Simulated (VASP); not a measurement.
# Ga (P6/mmm) in VASP: a series of runs

Ga is run at these levels: PBE; tasks: relaxation of cell and atoms, single point.

Everything below comes from runs of VASP 6.6.1. Logs are shortened: lines on timing, memory, paths and dates and some standing lists are left out, and cuts for length are marked.

### Step 1. The cell of the first run

It takes space group P6/mmm (No. 191, hexagonal). Conventional cell: a = 4.313 Å, b = 4.313 Å, c = 2.532 Å, α = 90.00°, β = 90.00°, γ = 120.00°. Within 3.3 Å of Ga (site symmetry 6/mmm) lie 14 Ga at 2.53 to 2.79 Å. Within 3.3 Å of Ga (site symmetry -6m2) lie 11 Ga at 2.49 to 2.79 Å.

### Step 2. Relaxation of cell and atoms, PBE, target pressure 39 GPa, at which the enthalpy is minimised

INCAR reads:

```
SYSTEM = Ga
  PREC = Accurate
  ENCUT = 600
  EDIFF = 1E-7
  ISMEAR = -1
  SIGMA = 0.1
  LREAL = .False.
  LASPH = .True.
  NELM = 80
  ALGO = Normal
  ISIF = 3
  LWAVE = .False.
  LCHARG = .False.
  GGA = PE
  IBRION = 2
  NSW = 32
  EDIFFG = -0.005
  PSTRESS = 390.0
```

KPOINTS reads:

```
regular mesh
0
Gamma
  9 9 12
  0 0 0
```

POSCAR reads:

```
Ga
1.0
    4.3125502008      0.0000000000      0.0000000000
   -2.1562751004      3.7347780290      0.0000000000
    0.0000000000      0.0000000000      2.5323893961
Ga
3
Direct
    0.0000000000      0.0000000000      0.0000000000
    0.3333333333      0.6666666667      0.5000000000
    0.6666666667      0.3333333333      0.5000000000
```

Potentials or basis: VASP PAW PBE potentials, release 64 (Ga_d).

Run with:

```sh
cat potpaw_PBE.64/Ga_d/POTCAR > POTCAR
mpirun -np 1 vasp_std > vasp.out
```

OUTCAR:

```text
SYSTEM = Ga
   PREC = Accurate
   ENCUT = 600
   EDIFF = 1E-7
   ISMEAR = -1
   LREAL = .False.
   LASPH = .True.
   NELM = 80
   ISIF = 3
   GGA = PE
   IBRION = 2
   NSW = 32
   EDIFFG = -0.005
   PSTRESS = 390.0

 ion  position               nearest neighbor table
   1  0.000  0.000  0.000-   2 2.79   3 2.79   2 2.79   3 2.79   3 2.79   3 2.79   2 2.79   2 2.79
                             3 2.79   3 2.79   2 2.79   2 2.79
   2  0.333  0.667  0.500-   3 2.49   3 2.49   3 2.49   1 2.79   1 2.79   1 2.79   1 2.79   1 2.79
                             1 2.79
   3  0.667  0.333  0.500-   2 2.49   2 2.49   2 2.49   1 2.79   1 2.79   1 2.79   1 2.79   1 2.79
                             1 2.79

  LATTYP: Found a hexagonal cell.
 ALAT       =     4.3125502008
 C/A-ratio  =     0.5872138939

  Lattice vectors:

 A1 = (   4.3125502008,   0.0000000000,   0.0000000000)
 A2 = (  -2.1562751004,   3.7347780290,   0.0000000000)
 A3 = (   0.0000000000,   0.0000000000,   2.5323893961)

Analysis of symmetry for initial positions (statically):
=====================================================================
 Subroutine PRICEL returns:
 Original cell was already a primitive cell.

 Routine SETGRP: Setting up the symmetry group for a
 hexagonal supercell.

 Subroutine GETGRP returns: Found 24 space group operations
 (whereof 24 operations were pure point group operations)
 out of a pool of 24 trial point group operations.

The static configuration has the point symmetry D_6h.

Analysis of symmetry for dynamics (positions and initial velocities):
=====================================================================
 Subroutine PRICEL returns:
 Original cell was already a primitive cell.

 Routine SETGRP: Setting up the symmetry group for a
 hexagonal supercell.

 Subroutine GETGRP returns: Found 24 space group operations
 (whereof 24 operations were pure point group operations)
 out of a pool of 24 trial point group operations.

The dynamic configuration has the point symmetry D_6h.

 Subroutine INISYM returns: Found 24 space group operations
 (whereof 24 operations are pure point group operations),
 and found     1 'primitive' translations

----------------------------------------------------------------------------------------

                                     Primitive cell

  volume of cell :      40.7877

  direct lattice vectors                    reciprocal lattice vectors
     4.312550201  0.000000000  0.000000000     0.231881359  0.133876765  0.000000000
    -2.156275100  3.734778029  0.000000000     0.000000000  0.267753530  0.000000000
     0.000000000  0.000000000  2.532389396     0.000000000  0.000000000  0.394883979

  length of vectors
     4.312550201  4.312550201  2.532389396     0.267753530  0.267753530  0.394883979

  position of ions in fractional coordinates (direct lattice)
     0.000000000  0.000000000  0.000000000
     0.333333333  0.666666667  0.500000000
     0.666666667  0.333333333  0.500000000

  ion indices of the primitive-cell ions
   primitive index   ion index
                 1           1
                 2           2
                 3           3

----------------------------------------------------------------------------------------

 KPOINTS: regular mesh

Automatic generation of k-mesh.
 Grid dimensions read from file:
 generate k-points for:    9    9   12

 Generating k-lattice:

  Cartesian coordinates                     Fractional coordinates (reciprocal lattice)
     0.025764595  0.014875196  0.000000000     0.111111111 -0.000000000  0.000000000
     0.000000000  0.029750392  0.000000000     0.000000000  0.111111111  0.000000000
     0.000000000  0.000000000  0.032906998     0.000000000  0.000000000  0.083333333

  Length of vectors
     0.029750392  0.029750392  0.032906998

  Shift w.r.t. Gamma in fractional coordinates (k-lattice)
     0.000000000  0.000000000  0.000000000

 Subroutine IBZKPT returns following result:
 ===========================================

 Found     84 irreducible k-points:

 Following reciprocal coordinates:
            Coordinates               Weight
  0.000000  0.000000  0.000000      1.000000
  0.111111  0.000000  0.000000      6.000000
  0.222222 -0.000000  0.000000      6.000000
  0.333333 -0.000000  0.000000      6.000000
  0.444444 -0.000000  0.000000      6.000000
  0.111111  0.111111  0.000000      6.000000
[... 16 lines left out ...]
  0.333333  0.222222  0.083333     24.000000
  0.333333  0.333333  0.083333      4.000000
 [... further k-points ...]
   k-points           NKPTS =     84   k-points in BZ     NKDIM =     84   number of bands    NBANDS=     23
   number of dos      NEDOS =    301   number of ions     NIONS =      3
   total plane-waves  NPLWV =  25920
   dimension x,y,z NGX =    36 NGY =   36 NGZ =   20
   dimension x,y,z NGXF=    72 NGYF=   72 NGZF=   40
   ions per type =               3
   NGX,Y,Z   is equivalent  to a cutoff of  13.88, 13.88, 13.13 a.u.
   NGXF,Y,Z  is equivalent  to a cutoff of  27.76, 27.76, 26.26 a.u.
 SYSTEM =  Ga
   PREC   = accura    normal or accurate (medium, high low for compatibility)
   ISTART =      0    job   : 0-new  1-cont  2-samecut
   ICHARG =      2    charge: 1-file 2-atom 10-const
   ISPIN  =      1    spin polarized calculation?
   LNONCOLLINEAR =      F non collinear calculations
   LSORBIT =      F    spin-orbit coupling
   LASPH  =      T    aspherical Exc in radial PAW
   ENCUT  =  600.0 eV  44.10 Ry    6.64 a.u.   8.61  8.61  5.06*2*pi/ulx,y,z
   NELM   =     80;   NELMIN=  2; NELMDL= -5     # of ELM steps
   EDIFF  = 0.1E-06   stopping-criterion for ELM
   LREAL  =      F    real-space projection
   EDIFFG = -.5E-02   stopping-criterion for IOM
   NSW    =     32    number of steps for IOM
   IBRION =      2    ionic relax: 0-MD 1-quasi-New 2-CG
   NFREE  =      1    steps in history (QN), initial steepest desc. (CG)
   ISIF   =      3    stress and relaxation
   ISYM   =      2    0-nonsym 1-usesym 2-fastsym
   POTIM  = 0.5000    time-step for ionic-motion
   TEBEG  =    0.0;   TEEND  =   0.0 temperature during run
   PSTRESS=  390.0 pullay stress
   NELECT =      39.0000    total number of electrons
   NUPDOWN=      -1.0000    fix difference up-down
   EMIN   =  10.00;   EMAX   =-10.00  energy-range for DOS
   EFERMI =   0.00;   METHOD = LEGACY
   ISMEAR =    -1;   SIGMA  =   0.10  broadening in eV -4-tet -1-fermi 0-gaus
   EFERMI_NEDOS =   21; number of points for ismear=-14 and -15
   IALGO  =     38    algorithm
   IMIX   =      4    mixing-type and parameters
     AMIX     =   0.40;   BMIX     =  1.00
     AMIX_MAG =   1.60;   BMIX_MAG =  1.00
  volume/ion in A,a.u.               =      13.60        91.75
  Fermi-wavevector in a.u.,A,eV,Ry     =   1.612822  3.047792 35.391422  2.601196
  Thomas-Fermi vector in A             =   2.707991
   LORBIT       =      0    0 simple, 1 ext, 2 COOP (PROOUT), +10 PAW based schemes
   GGA     = PE    functional components
   LHFCALC =     F    Hartree Fock is set to
   AEXX    =    0.0000 exact exchange contribution
   IVDW    =     0    specifies the selected vdW correction
   LEPSILON=     F    determine dielectric tensor
   LRPA    =     F    only Hartree local field effects (RPA)
 conjugate gradient relaxation of ions
 non-spin polarized calculation
  energy-cutoff  :      600.00
  volume of cell :       40.79
 maximum number of plane-waves:      1384
 NGX is ok and might be reduce to    36

--------------------------------------- Ionic step        1  -------------------------------------------

 number of electron      38.9999996 magnetization

 Free energy of the ion-electron system (eV)
  ---------------------------------------------------
  ext. energy  EPLUGINS =         0.00000000
  ---------------------------------------------------
  free energy    TOTEN  =        -7.13446717 eV

  energy without entropy =       -7.10440773  energy(sigma->0) =       -7.11943745

------------------------ aborting loop because EDIFF is reached ----------------------------------------

  FORCE on cell =-STRESS in cart. coord.  units (eV):
  Direction    XX          YY          ZZ          XY          YZ          ZX
  --------------------------------------------------------------------------------------
  -------------------------------------------------------------------------------------
  Total       10.0125032     10.0125032     10.0250696      0.0000000      0.0000000      0.0000000
  in kB      393.2998739    393.2998739    393.7934907      0.0000000      0.0000000      0.0000000
  external PRESSURE =       3.4644129 kB  Pullay stress =     390.0000000 kB
[... 102 lines left out ...]
  enthalpy is  TOTEN    =         2.7939807548 eV   P V=        9.9418746514

--------------------------------------- Ionic step        4  -------------------------------------------

 number of electron      38.9999995 magnetization

 Free energy of the ion-electron system (eV)
  ---------------------------------------------------
  ext. energy  EPLUGINS =         0.00000000
  ---------------------------------------------------
  free energy    TOTEN  =        -7.15003753 eV

  energy without entropy =       -7.11992898  energy(sigma->0) =       -7.13498326

 E-fermi :   9.1375     XC(G=0): -12.7448

 val. band max:        9.1237418910   @ k =   0.4444  -0.0000   0.5000
 cond. band min:       9.1431357058   @ k =   0.1111   0.0000   0.2500
 fundamental gap:      0.0193938148
 Fermi energy:         9.1374584425

 k-point     1 :       0.0000    0.0000    0.0000
  band No.  band energies     occupation
      1      -6.7610      2.00000
      2      -6.4503      2.00000
      3      -6.4154      2.00000
      4      -6.2925      2.00000
      5      -6.2925      2.00000
      6      -6.1907      2.00000
[... 613 lines left out ...]
     22      18.6840      0.00000
     23      18.6840      0.00000

 [... further k-points ...]
[... 5 lines left out ...]
  --------------------------------------------------------------------------------------
  -------------------------------------------------------------------------------------
  Total        9.9342426      9.9342426      9.9414157      0.0000000     -0.0000000      0.0000000
  in kB      389.6165523    389.6165523    389.8978764      0.0000000     -0.0000000      0.0000000
  external PRESSURE =      -0.2896730 kB  Pullay stress =     390.0000000 kB
[... 18 lines left out ...]
  FREE ENERGIE OF THE ION-ELECTRON SYSTEM (eV)
  ---------------------------------------------------
  free  energy   TOTEN  =        -7.1500375315 eV

  energy  without entropy=       -7.1199289800  energy(sigma->0) =       -7.13498326

  enthalpy is  TOTEN    =         2.7939820313 eV   P V=        9.9440195628

 reached required accuracy - stopping structural energy minimisation
```

Wall time 2.3 min (1 thread of Intel Xeon 6975P-C, shared host); peak memory 0.22 GiB.

Results:

| Item | Value |
| --- | --- |
| Free energy | -7.1500 eV |
| Relaxed volume | 13.62 Å³/atom |
| Relaxed cell | a = 4.315 Å, b = 4.315 Å, c = 2.534 Å, α = 90.00°, β = 90.00°, γ = 120.00° |
| Space group after relaxing (to 0.05 Å) | P6/mmm (No. 191) |
| Energy change on relaxing (the enthalpy is what falls) | -5.2 meV/atom |
| Ionic steps | 4 |
| Pressure after relaxing | 39.0 GPa |

The path:
| step | energy change (eV) | largest force (eV/Å) | pressure (GPa) | volume (Å³) |
| --- | --- | --- | --- | --- |
| 1 | 0.0000 | 0.0000 | 39.35 | 40.79 |
| 2 | -0.0421 | 0.0000 | 38.41 | 40.96 |
| 3 | -0.0134 | 0.0000 | 39.05 | 40.84 |
| 4 | -0.0156 | 0.0000 | 38.97 | 40.85 |

Final structure:
```yaml
crystal:
  lattice:
    - [4.31469, 0.00000, 0.00000]
    - [-2.15734, 3.73663, 0.00000]
    - [0.00000, 0.00000, 2.53383]
  atoms:
    - { symbol: Ga, position: [0.00000, 0.00000, 0.00000] }
    - { symbol: Ga, position: [0.33333, 0.66667, 0.50000] }
    - { symbol: Ga, position: [0.66667, 0.33333, 0.50000] }
```

Caveat: the cell is relaxed towards a set pressure, so the enthalpy falls and the energy may rise.

### Step 3. Single point, PBE

This run uses another cell than the first one: it holds 1 atom, not 3.

INCAR reads:

```
SYSTEM = Ga
PREC     = Accurate       ! precision mode
ENCUT    = 520            ! plane-wave cutoff, eV
EDIFF    = 1E-7           ! SCF threshold, eV
ISMEAR   = -1             ! smearing method
SIGMA    = 0.1            ! smearing width, eV
LREAL    = .False.        ! projectors in reciprocal space
LASPH    = .True.         ! aspherical terms in the spheres
NELM     = 80             ! most SCF steps
ALGO     = Normal         ! electronic algorithm
ISIF     = 2              ! what is computed and relaxed
LWAVE    = .False.        ! write WAVECAR
LCHARG   = .True.         ! write CHGCAR
GGA      = PE             ! functional
LELF     = .True.         ! ELF
LVHAR    = .True.       
NBANDS   = 12             ! bands
```

KPOINTS reads:

```
regular mesh
0
Gamma
  17 17 16
  0 0 0
```

POSCAR reads:

```
Ga
1.0
    2.5486616442      0.0000000000      0.0000000000
   -1.2743308221      2.2072057295      0.0000000000
    0.0000000000      0.0000000000      2.4537738550
Ga
1
Direct
    0.0000000000      0.0000000000      0.0000000000
```

Potentials or basis: VASP PAW PBE potentials, release 64 (Ga_d).

Run with:

```sh
cat potpaw_PBE.64/Ga_d/POTCAR > POTCAR
mpirun -np 1 vasp_std > vasp.out
```

It took 34 s on 1 thread of Intel Xeon Platinum 8488C (Sapphire Rapids), shared host; peak memory 0.16 GiB.

Results (log left out):

* Free energy: -2.3808 eV
* Pressure: 39.4 GPa

Levels at points of the mesh, in eV from the Fermi level:
| k point | band 4 | band 5 | band 6 | band 7 | band 8 | band 9 | band 10 | band 11 |
| --- | --- | --- | --- | --- | --- | --- | --- | --- |
| (0.00, 0.00, 0.00) | -14.78 | -14.78 | -13.60 | 10.57 | 14.17 | 15.59 | 15.59 | 18.31 |
| (0.00, 0.00, 0.50) | -15.05 | -15.05 | -7.31 | -6.29 | 21.08 | 21.08 | 22.37 | 22.62 |

### Step 4. Single point, PBE

This run uses another cell than the first one: it holds 1 atom, not 3.

INCAR reads:

```
PREC     = Accurate       # precision mode
ENCUT    = 520            # plane-wave cutoff, eV
EDIFF    = 1E-7           # SCF threshold, eV
ISMEAR   = -1             # smearing method
SIGMA    = 0.1            # smearing width, eV
LREAL    = F              # projectors in reciprocal space
LASPH    = T              # aspherical terms in the spheres
NELM     = 100            # most SCF steps
ALGO     = Normal         # electronic algorithm
ISIF     = 2              # what is computed and relaxed
LWAVE    = F              # write WAVECAR
LCHARG   = F              # write CHGCAR
GGA      = PE             # functional
NBANDS   = 12             # bands
```

KPOINTS reads:

```
regular mesh
0
Gamma
  17 17 16
```

POSCAR reads:

```
Ga
1.0
    2.5489696214      0.0000000000      0.0000000000
   -1.2744848107      2.2074724456      0.0000000000
    0.0000000000      0.0000000000      2.4541129829
Ga
1
Direct
    0.0000000000      0.0000000000      0.0000000000
```

Run with:

```sh
cat potpaw_PBE.64/Ga_d/POTCAR > POTCAR
mpirun -np 1 vasp_std > vasp.out
```

It took 30 s on 1 thread of Intel Xeon Platinum 8488C (Sapphire Rapids), shared host; peak memory 0.16 GiB.

The run converged. Its results:

- Free energy: -2.3821 eV
- Pressure: 39.3 GPa

Levels at points of the mesh, in eV from the Fermi level:
```tsv
k point	band 4	band 5	band 6	band 7	band 8	band 9	band 10	band 11
(0.00, 0.00, 0.00)	-14.78	-14.78	-13.60	10.56	14.17	15.58	15.58	18.31
(0.00, 0.00, 0.50)	-15.05	-15.05	-7.31	-6.29	21.08	21.08	22.36	22.62
```

### Step 5. Single point, PBE

INCAR reads:

```
SYSTEM = Ga
  ALGO = Normal
  EDIFF = 1E-7
  ENCUT = 520
  GGA = PE
  ISIF = 2
  ISMEAR = -1
  LASPH = .TRUE.
  LCHARG = .FALSE.
  LREAL = .FALSE.
  LWAVE = .FALSE.
  NBANDS = 26
  NELM = 80
  PREC = Accurate
  SIGMA = 0.1
```

KPOINTS reads:

```
k-points
0
G
  9 9 12
  0 0 0
```

POSCAR reads:

```
Ga
1.0
    4.3125502008      0.0000000000      0.0000000000
   -2.1562751004      3.7347780290      0.0000000000
    0.0000000000      0.0000000000      2.5323893961
Ga
3
Direct
    0.0000000000      0.0000000000      0.0000000000
    0.3333333333      0.6666666667      0.5000000000
    0.6666666667      0.3333333333      0.5000000000
```

Run with:

```sh
cat potpaw_PBE.64/Ga_d/POTCAR > POTCAR
mpirun -np 1 vasp_std > vasp.out
```

Run time: 68 s. Hardware: 1 thread of Intel Xeon Platinum 8488C (Sapphire Rapids), shared host; peak memory 0.2 GiB.

It converged, with:

- Free energy: -7.1349 eV
- Pressure: 39.3 GPa

Levels at points of the mesh, in eV from the Fermi level:
```tsv
k point	band 15	band 16	band 17	band 18	band 19	band 20	band 21	band 22	band 23	band 24
(0.00, 0.00, 0.00)	-14.94	-13.97	-2.73	-2.57	-2.44	-2.44	-2.37	-2.37	8.57	12.68
(0.00, 0.00, 0.50)	-14.78	-7.88	-7.38	1.58	1.76	1.76	2.07	3.30	3.30	3.45
```

### Step 6. Summary

```tsv
task	cell	k mesh	cutoff (eV)	gap on the mesh (eV)	pressure (GPa)
relaxation of cell and atoms	relaxed to 39 GPa from a = 4.313, b = 4.313, c = 2.532 Å, angles 90.0, 90.0, 120.0°, 3 atoms	9 × 9 × 12	600	none	39.0
single point	a = 2.549, b = 2.549, c = 2.454 Å, angles 90.0, 90.0, 120.0°, 1 atom	17 × 17 × 16	520	none	39.3
single point	a = 4.313, b = 4.313, c = 2.532 Å, angles 90.0, 90.0, 120.0°, 3 atoms	9 × 9 × 12	520	none	39.3
```

Alike in all rows: level PBE; potentials or basis VASP PAW PBE potentials, release 64 (Ga_d); no spin polarisation; smearing fermi-dirac 0.1 eV.

Caveats: the cell is relaxed towards a set pressure, so the enthalpy falls and the energy may rise (some runs).

Total energies depend on the potentials used, so only differences within one code and one set of settings carry meaning.
